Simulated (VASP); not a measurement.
A run of VASP 6.6.1 is set up as follows.

The input POSCAR:

```
ZnS
1.0
    0.0000000000      2.9210220000      2.9210220000
    2.9210220000      0.0000000000      2.9210220000
    2.9210220000      2.9210220000      0.0000000000
Zn S
1 1
Direct
    0.0000000000      0.0000000000      0.0000000000
    0.7500000000      0.7500000000      0.7500000000
```

INCAR.step1

```
SYSTEM = ZnS
PREC = Accurate
ENCUT = 520
ISMEAR = 0
SIGMA = 0.05
LREAL = .FALSE.
LASPH = .TRUE.
NELM = 60
NBANDS = 16
GGA = PE
ALGO = Normal
EDIFF = 1E-4
LWAVE = .TRUE.
LCHARG = .FALSE.
```

Contents of INCAR.step2:

```
SYSTEM = ZnS
PREC = Accurate
ENCUT = 520
EDIFF = 1E-6
ISMEAR = 0
SIGMA = 0.05
LREAL = .FALSE.
LASPH = .TRUE.
NELM = 60
ALGO = Normal
ISIF = 2
LWAVE = .FALSE.
LCHARG = .FALSE.
METAGGA = R2SCAN
LMIXTAU = .TRUE.
NBANDS = 16
ISTART = 1
```

Contents of KPOINTS:

```
regular mesh
0
G
  8 8 8
  0 0 0
```

Potentials or basis: VASP PAW PBE potentials, release 64 (Zn, S).

Command:

```sh
$ cat potpaw_PBE.64/Zn/POTCAR potpaw_PBE.64/S/POTCAR > POTCAR
$ cp INCAR.step1 INCAR
$ mpirun -np 1 vasp_std > vasp.out
$ cp INCAR.step2 INCAR
$ mpirun -np 1 vasp_std > vasp.out
```

Problem. Estimate the pressure.

Solution. -11.3 GPa.

Problem. Predict the band gap on the k mesh.

Solution. 1.65 eV, direct.

Caveat: the cell differs from its parent crystal (strain +0.080 along x and y, +0.080 along z); the PAW data sets were made with another functional, which shifts forces and pressure a little.
